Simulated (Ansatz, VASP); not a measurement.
## Ti: VASP beside Ansatz

POSCAR

```
Ti
1.0
   -1.5589500000      1.5589500000      1.6820250000
    1.5589500000     -1.5589500000      1.6820250000
    1.5589500000      1.5589500000     -1.6820250000
Ti
1
Direct
    0.0000000000      0.0000000000      0.0000000000
```

Contents of INCAR.step1:

```
ALGO = Normal
EDIFF = 1E-4
ENCUT = 520
GGA = PE
ISMEAR = 0
LASPH = True
LCHARG = False
LREAL = False
LWAVE = True
NBANDS = 12
NELM = 80
PREC = Accurate
SIGMA = 0.15
```

File INCAR.step2:

```
ALGO = Normal
EDIFF = 1E-6
ENCUT = 520
ISIF = 2
ISMEAR = 0
ISTART = 1
LASPH = True
LCHARG = False
LMIXTAU = True
LREAL = False
LWAVE = False
METAGGA = R2SCAN
NBANDS = 12
NELM = 80
PREC = Accurate
SIGMA = 0.15
```

Contents of KPOINTS:

```
k-points
0
Gamma
  20 20 20
```

Input for Ansatz:

```yaml
crystal:
  lattice:
    - [-1.55895, 1.55895, 1.682025]
    - [1.55895, -1.55895, 1.682025]
    - [1.55895, 1.55895, -1.682025]
  atoms:
    - { symbol: Ti, position: [0.0, 0.0, 0.0] }
basis:
  ecutwfc: 500
kpoints:
  mp_grid: { grid: [20, 20, 20] }
hamiltonian:
  xc: r2scan
scf:
  occupations: { method: gaussian, width: 0.15 }
output:
  forces: true
  stress: true
  eigenvalues: true
```

Change from the starting cell: strain -0.050 along x and y, +0.025 along z, atoms carried along.

Alike in both runs: task single point; functional r2SCAN; k mesh 20 × 20 × 20; occupations gaussian, width 0.15 eV; no spin polarisation.

```csv
,VASP,Ansatz
version,VASP 6.6.1,Ansatz 0.2.0
potentials or method,"VASP PAW PBE potentials, release 64 (Ti_sv), cutoff 520 eV","scalar-relativistic, plane waves, PAW"
valence electrons in the cell,12,12
```

```csv
,VASP,Ansatz,Ansatz less VASP
gap on the k mesh at the Fermi level (eV),none,none,-
pressure (GPa),6.8,6.4,-0.37
"traceless stress, the component that is largest in VASP (GPa)",1.43,1.41,-0.022
```

VASP's potentials were made for PBE, not for r2SCAN. A gap of «none» marks a metal or a gap that the smearing closes. The functional is the same, so the differences come from potentials, cutoffs and numerics.
